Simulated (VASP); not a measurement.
# In4Ru (Im-3m) in VASP: notebook, part 2 of 2

VASP 6.6.1. The steps go on from the part before.

## Step 3: Relaxation of cell and atoms, PBE

This run uses another cell than the first one, of 23.58 Å³/atom.

Contents of INCAR:

```
SYSTEM = In4Ru
PREC = Accurate
ENCUT = 600
EDIFF = 1E-6
ISMEAR = 0
SIGMA = 0.2
LREAL = .False.
LASPH = .True.
NELM = 80
ALGO = Fast
ISIF = 3
LWAVE = .False.
LCHARG = .False.
GGA = PE
IBRION = 2
NSW = 36
EDIFFG = -0.08
```

Contents of KPOINTS:

```
regular mesh
0
Gamma
  4 4 4
  0 0 0
```

Contents of POSCAR:

```
In4Ru
1.0
   -3.0888767700      3.0888767700      3.0888767700
    3.0888767700     -3.0888767700      3.0888767700
    3.0888767700      3.0888767700     -3.0888767700
In Ru
4 1
Direct
    0.0000000000      0.0000000000      0.5000000000
    0.0000000000      0.5000000000      0.0000000000
    0.5000000000      0.0000000000      0.0000000000
    0.5000000000      0.5000000000      0.5000000000
    0.0000000000      0.0000000000      0.0000000000
```

Potentials or basis: VASP PAW PBE potentials, release 64 (In_d, Ru_pv).

The run is started by

```bash
cat potpaw_PBE.64/In_d/POTCAR potpaw_PBE.64/Ru_pv/POTCAR > POTCAR
mpirun -np 1 vasp_std > vasp.out
```

OUTCAR:

```text
SYSTEM = In4Ru
   PREC = Accurate
   ENCUT = 600
   EDIFF = 1E-6
   ISMEAR = 0
   LREAL = .False.
   LASPH = .True.
   NELM = 80
   ISIF = 3
   GGA = PE
   IBRION = 2
   NSW = 36
   EDIFFG = -0.08

 ion  position               nearest neighbor table
   1  0.000  0.000  0.500-   5 2.68   5 2.68   4 3.09   2 3.09   3 3.09   2 3.09   3 3.09   4 3.09

   2  0.000  0.500  0.000-   5 2.68   5 2.68   4 3.09   1 3.09   3 3.09   1 3.09   4 3.09   3 3.09

   3  0.500  0.000  0.000-   5 2.68   5 2.68   4 3.09   1 3.09   4 3.09   2 3.09   1 3.09   2 3.09

   4  0.500  0.500  0.500-   5 2.68   5 2.68   3 3.09   1 3.09   3 3.09   2 3.09   1 3.09   2 3.09

   5  0.000  0.000  0.000-   1 2.68   2 2.68   3 2.68   4 2.68   1 2.68   2 2.68   3 2.68   4 2.68

  LATTYP: Found a body centered cubic cell.
 ALAT       =     6.1777535400

  Lattice vectors:

 A1 = (  -3.0888767700,   3.0888767700,   3.0888767700)
 A2 = (   3.0888767700,  -3.0888767700,   3.0888767700)
 A3 = (   3.0888767700,   3.0888767700,  -3.0888767700)

Analysis of symmetry for initial positions (statically):
=====================================================================
 Subroutine PRICEL returns:
 Original cell was already a primitive cell.

 Routine SETGRP: Setting up the symmetry group for a
 body centered cubic supercell.

 Subroutine GETGRP returns: Found 48 space group operations
 (whereof 48 operations were pure point group operations)
 out of a pool of 48 trial point group operations.

The static configuration has the point symmetry O_h .

Analysis of symmetry for dynamics (positions and initial velocities):
=====================================================================
 Subroutine PRICEL returns:
 Original cell was already a primitive cell.

 Routine SETGRP: Setting up the symmetry group for a
 body centered cubic supercell.

 Subroutine GETGRP returns: Found 48 space group operations
 (whereof 48 operations were pure point group operations)
 out of a pool of 48 trial point group operations.

The dynamic configuration has the point symmetry O_h .

 Subroutine INISYM returns: Found 48 space group operations
 (whereof 48 operations are pure point group operations),
 and found     1 'primitive' translations

----------------------------------------------------------------------------------------

                                     Primitive cell

  volume of cell :     117.8859

  direct lattice vectors                    reciprocal lattice vectors
    -3.088876770  3.088876770  3.088876770     0.000000000  0.161871139  0.161871139
     3.088876770 -3.088876770  3.088876770     0.161871139  0.000000000  0.161871139
     3.088876770  3.088876770 -3.088876770     0.161871139  0.161871139  0.000000000

  length of vectors
     5.350091504  5.350091504  5.350091504     0.228920360  0.228920360  0.228920360

  position of ions in fractional coordinates (direct lattice)
     0.000000000  0.000000000  0.500000000
     0.000000000  0.500000000  0.000000000
     0.500000000  0.000000000  0.000000000
     0.500000000  0.500000000  0.500000000
     0.000000000  0.000000000  0.000000000

  ion indices of the primitive-cell ions
   primitive index   ion index
                 1           1
                 2           2
                 3           3
                 4           4
                 5           5

----------------------------------------------------------------------------------------

 KPOINTS: regular mesh

Automatic generation of k-mesh.
 Grid dimensions read from file:
 generate k-points for:    4    4    4

 Generating k-lattice:

  Cartesian coordinates                     Fractional coordinates (reciprocal lattice)
     0.000000000  0.040467785  0.040467785     0.250000000  0.000000000  0.000000000
     0.040467785  0.000000000  0.040467785     0.000000000  0.250000000  0.000000000
     0.040467785  0.040467785  0.000000000     0.000000000  0.000000000  0.250000000

  Length of vectors
     0.057230090  0.057230090  0.057230090

  Shift w.r.t. Gamma in fractional coordinates (k-lattice)
     0.000000000  0.000000000  0.000000000

 Subroutine IBZKPT returns following result:
 ===========================================

 Found      8 irreducible k-points:

 Following reciprocal coordinates:
            Coordinates               Weight
  0.000000  0.000000  0.000000      1.000000
  0.250000  0.000000  0.000000     12.000000
  0.500000  0.000000  0.000000      6.000000
  0.250000  0.250000  0.000000     24.000000
  0.250000  0.250000  0.250000      2.000000
 -0.250000  0.250000  0.250000      6.000000
  0.500000  0.500000  0.250000     12.000000
  0.500000  0.500000  0.500000      1.000000
   k-points           NKPTS =      8   k-points in BZ     NKDIM =      8   number of bands    NBANDS=     39
   number of dos      NEDOS =    301   number of ions     NIONS =      5
   total plane-waves  NPLWV = 110592
   dimension x,y,z NGX =    48 NGY =   48 NGZ =   48
   dimension x,y,z NGXF=    96 NGYF=   96 NGZF=   96
   ions per type =               4   1
   NGX,Y,Z   is equivalent  to a cutoff of  14.92, 14.92, 14.92 a.u.
   NGXF,Y,Z  is equivalent  to a cutoff of  29.83, 29.83, 29.83 a.u.
 SYSTEM =  In4Ru
   PREC   = accura    normal or accurate (medium, high low for compatibility)
   ISTART =      0    job   : 0-new  1-cont  2-samecut
   ICHARG =      2    charge: 1-file 2-atom 10-const
   ISPIN  =      1    spin polarized calculation?
   LNONCOLLINEAR =      F non collinear calculations
   LSORBIT =      F    spin-orbit coupling
   LASPH  =      T    aspherical Exc in radial PAW
   ENCUT  =  600.0 eV  44.10 Ry    6.64 a.u.  10.69 10.69 10.69*2*pi/ulx,y,z
   NELM   =     80;   NELMIN=  2; NELMDL= -5     # of ELM steps
   EDIFF  = 0.1E-05   stopping-criterion for ELM
   LREAL  =      F    real-space projection
   EDIFFG = -.8E-01   stopping-criterion for IOM
   NSW    =     36    number of steps for IOM
   IBRION =      2    ionic relax: 0-MD 1-quasi-New 2-CG
   NFREE  =      1    steps in history (QN), initial steepest desc. (CG)
   ISIF   =      3    stress and relaxation
   ISYM   =      2    0-nonsym 1-usesym 2-fastsym
   POTIM  = 0.5000    time-step for ionic-motion
   TEBEG  =    0.0;   TEEND  =   0.0 temperature during run
   PSTRESS=    0.0 pullay stress
   NELECT =      66.0000    total number of electrons
   NUPDOWN=      -1.0000    fix difference up-down
   EMIN   =  10.00;   EMAX   =-10.00  energy-range for DOS
   EFERMI =   0.00;   METHOD = LEGACY
   ISMEAR =     0;   SIGMA  =   0.20  broadening in eV -4-tet -1-fermi 0-gaus
   EFERMI_NEDOS =   21; number of points for ismear=-14 and -15
   IALGO  =     68    algorithm
   IMIX   =      4    mixing-type and parameters
     AMIX     =   0.40;   BMIX     =  1.00
     AMIX_MAG =   1.60;   BMIX_MAG =  1.00
  volume/ion in A,a.u.               =      23.58       159.11
  Fermi-wavevector in a.u.,A,eV,Ry     =   1.349280  2.549770 24.770192  1.820558
  Thomas-Fermi vector in A             =   2.476880
   LORBIT       =      0    0 simple, 1 ext, 2 COOP (PROOUT), +10 PAW based schemes
   GGA     = PE    functional components
   LHFCALC =     F    Hartree Fock is set to
   AEXX    =    0.0000 exact exchange contribution
   IVDW    =     0    specifies the selected vdW correction
   LEPSILON=     F    determine dielectric tensor
   LRPA    =     F    only Hartree local field effects (RPA)
 conjugate gradient relaxation of ions
 non-spin polarized calculation
 RMM-DIIS sequential band-by-band and
 Gauss-broadening in eV      SIGMA  =   0.20
  energy-cutoff  :      600.00
  volume of cell :      117.89
 maximum number of plane-waves:      3997
 NGX is ok and might be reduce to    48
   NGX = 21   NGY = 21   NGZ = 21

--------------------------------------- Ionic step        1  -------------------------------------------

 number of electron      65.9999989 magnetization

 Free energy of the ion-electron system (eV)
  ---------------------------------------------------
  ext. energy  EPLUGINS =         0.00000000
  ---------------------------------------------------
  free energy    TOTEN  =       -19.50467196 eV

  energy without entropy =      -19.41475921  energy(sigma->0) =      -19.45971559

------------------------ aborting loop because EDIFF is reached ----------------------------------------

  FORCE on cell =-STRESS in cart. coord.  units (eV):
  Direction    XX          YY          ZZ          XY          YZ          ZX
  --------------------------------------------------------------------------------------
  -------------------------------------------------------------------------------------
  Total        3.0111020      3.0111020      3.0111020     -0.0000000     -0.0000000     -0.0000000
  in kB       40.9236447     40.9236447     40.9236447     -0.0000000     -0.0000000     -0.0000000
  external PRESSURE =      40.9236447 kB  Pullay stress =       0.0000000 kB
[... 63 lines left out ...]
  energy  without entropy=      -19.4399381741  energy(sigma->0) =      -19.49029150

--------------------------------------- Ionic step        3  -------------------------------------------

 number of electron      66.0000019 magnetization

 Free energy of the ion-electron system (eV)
  ---------------------------------------------------
  ext. energy  EPLUGINS =         0.00000000
  ---------------------------------------------------
  free energy    TOTEN  =       -19.57731662 eV

  energy without entropy =      -19.48157096  energy(sigma->0) =      -19.52944379

 E-fermi :   7.5598     XC(G=0): -10.3369

 val. band max:        7.4475606653   @ k =   0.2500   0.0000   0.0000
 cond. band min:       7.5628140587   @ k =   0.5000   0.5000   0.2500
 fundamental gap:      0.1152533934
 Fermi energy:         7.5598107255

 k-point     1 :       0.0000    0.0000    0.0000
  band No.  band energies     occupation
      1     -34.8926      2.00000
      2     -34.8926      2.00000
      3     -34.8926      2.00000
      4      -7.5524      2.00000
      5      -7.5524      2.00000
      6      -7.4110      2.00000
[... 357 lines left out ...]
  FREE ENERGIE OF THE ION-ELECTRON SYSTEM (eV)
  ---------------------------------------------------
  free  energy   TOTEN  =       -19.5773166182 eV

  energy  without entropy=      -19.4815709645  energy(sigma->0) =      -19.52944379

 reached required accuracy - stopping structural energy minimisation
```

OSZICAR:

```text
N       E                     dE             d eps       ncg     rms          rms(c)
DAV:   1     0.816646486412E+03    0.81665E+03   -0.35052E+04   624   0.261E+03
DAV:   2     0.725894998850E+02   -0.74406E+03   -0.72947E+03   624   0.638E+02
DAV:   3    -0.162980858025E+02   -0.88888E+02   -0.86317E+02   717   0.230E+02
[... 46 lines left out ...]
RMM:  11    -0.195773346804E+02    0.20358E-03   -0.37103E-04   672   0.188E-01    0.376E-01
RMM:  12    -0.195773076798E+02    0.27001E-04   -0.24175E-04   669   0.160E-01    0.286E-02
RMM:  13    -0.195773164187E+02   -0.87389E-05   -0.81613E-05   800   0.533E-02    0.198E-02
RMM:  14    -0.195773175797E+02   -0.11609E-05   -0.12447E-05   642   0.216E-02    0.291E-02
RMM:  15    -0.195773166182E+02    0.96150E-06   -0.32056E-06   383   0.162E-02
   3 F= -.19577317E+02 E0= -.19529444E+02  d E =-.726447E-01
```

Run time: 1.9 min. Hardware: 1 thread of Intel Xeon 6975P-C (Granite Rapids), shared host; peak memory 0.35 GiB.

What came out:

| Property | Result |
| --- | --- |
| Free energy | -19.5773 eV |
| Relaxed volume | 24.80 Å³/atom |
| Relaxed cell | a = 5.441 Å, b = 5.441 Å, c = 5.441 Å, α = 109.47°, β = 109.47°, γ = 109.47° |
| Space group after relaxing (to 0.1 Å) | Im-3m (No. 229) |
| Energy gained by relaxing | 14.5 meV/atom |
| Ionic steps | 3 |
| Pressure after relaxing | -0.1 GPa |
| Band gap on the k mesh | zero (bands 33 and 34 overlap by 3.37 eV) |

Step by step:
```csv
step,energy change (eV),largest force (eV/Å),pressure (GPa),volume (Å³)
1,0.0000,0.0000,4.09,117.89
2,-0.0360,0.0000,-3.01,128.46
3,-0.0726,0.0000,-0.08,124.01
```

Final structure:
```
In Ru
1.0
    -3.14143    3.14143    3.14143
     3.14143   -3.14143    3.14143
     3.14143    3.14143   -3.14143
In Ru
4 1
Direct
  0.00000 0.00000 0.50000
  0.00000 0.50000 0.00000
  0.50000 0.00000 0.00000
  0.50000 0.50000 0.50000
  0.00000 0.00000 0.00000
```

Caveat: spin-orbit coupling is left out, which moves the levels of the heavy elements.
